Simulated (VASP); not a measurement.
Write the native input for VASP 6.6.1 that does the following.

- Task: single point
- Functional: PBEsol
- Dispersion: D3(BJ)
- Potentials or basis: VASP PAW PBE potentials, release 64 (In_d, Se)
- Cutoff: 520 eV
- k mesh: 8 × 8 × 8
- Occupations: fermi-dirac, width 0.05 eV
- Spin: no spin polarisation
- Dipole correction: no
- Further INCAR settings: ALGO = Normal; EDIFF = 1e-06; NBANDS = 27

The structure of InSe lies in POSCAR:

```
InSe
1.0
    1.9806051137      1.1435028956      8.0606131392
   -1.9806051137      1.1435028956      8.0606131392
    0.0000000000     -2.2870057911      8.0606131392
In Se
2 2
Direct
    0.8874681025      0.8874681025      0.8874681025
    0.0011455614      0.0011455614      0.0011455614
    0.1675928157      0.1675928157      0.1675928157
    0.3877935203      0.3877935203      0.3877935203
```

One way to write it, as run:

INCAR

```
SYSTEM = InSe
PREC = Accurate
ENCUT = 520
EDIFF = 1E-6
ISMEAR = -1
SIGMA = 0.05
LREAL = .FALSE.
LASPH = .TRUE.
NELM = 80
ALGO = Normal
ISIF = 2
LWAVE = .FALSE.
LCHARG = .FALSE.
GGA = PS
IVDW = 12
NBANDS = 27
```

KPOINTS

```
regular mesh
0
G
  8 8 8
  0 0 0
```

Potentials or basis: VASP PAW PBE potentials, release 64 (In_d, Se).

Run with:

```sh
$ cat potpaw_PBE.64/In_d/POTCAR potpaw_PBE.64/Se/POTCAR > POTCAR
$ mpirun -np 1 vasp_std > vasp.out
```

It gave:

```
Pressure                   : 0.1 GPa
Largest force              : 0.021 eV/Å
Band gap on the k mesh     : 0.33 eV
Dispersion energy per atom : -0.309 eV
```

Caveat: the PAW data sets were made with another functional, which shifts forces and pressure a little; spin-orbit coupling is left out, which moves the levels of the heavy elements.

Run time: 6.2 min on 1 thread of Intel(R) Xeon(R) 6975P-C (Granite Rapids), with other jobs on the host, peak memory 0.6 GiB.
